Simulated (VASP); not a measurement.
Input of a VASP 6.6.1 run:

INCAR

```
SYSTEM = MgCd3O4
  ALGO = Normal
  EDIFF = 1E-7
  ENCUT = 520
  GGA = PE
  ISIF = 2
  ISMEAR = 0
  ISPIN = 2
  LASPH = .TRUE.
  LCHARG = .FALSE.
  LORBIT = 11
  LREAL = .FALSE.
  LWAVE = .FALSE.
  MAGMOM = 0 0 0 0 1 1 1 1
  NBANDS = 45
  NELM = 150
  PREC = Accurate
  SIGMA = 0.1
```

Contents of KPOINTS:

```
k-points
0
G
  6 6 2
  0 0 0
```

The input POSCAR:

```
MgCd3O4
1.0
    3.5378538500      0.0000000000      0.0000000000
    0.0000000000      3.5378538500      0.0000000000
    0.0000000000      0.0000000000     10.0065617800
Mg Cd O
1 3 4
Direct
    0.5000000000      0.5000000000      0.5000000000
    0.0000000000      0.0000000000      0.7500000000
    0.5000000000      0.5000000000      0.0000000000
    0.0000000000      0.0000000000      0.2500000000
    0.0000000000      0.0000000000      0.0000000000
    0.5000000000      0.5000000000      0.2500000000
    0.0000000000      0.0000000000      0.5000000000
    0.5000000000      0.5000000000      0.7500000000
```

Potentials or basis: VASP PAW PBE potentials, release 64 (Mg, Cd, O).

Run with:

```console
$ cat potpaw_PBE.64/Mg/POTCAR potpaw_PBE.64/Cd/POTCAR potpaw_PBE.64/O/POTCAR > POTCAR
$ mpirun -np 1 vasp_std > vasp.out
```

(1) Estimate the pressure.

(2) What does it give for the net moment?

(3) Predict the largest force.

(4) What does it give for the band gap on the k mesh?

Results:

(1) -16.0 GPa.

(2) 0.00 μB per cell.

(3) 0.525 eV/Å.

(4) zero (filled and empty bands overlap).

Caveat: the cell stands under tension; semilocal functionals underestimate gaps, so a narrow gap can read as zero.
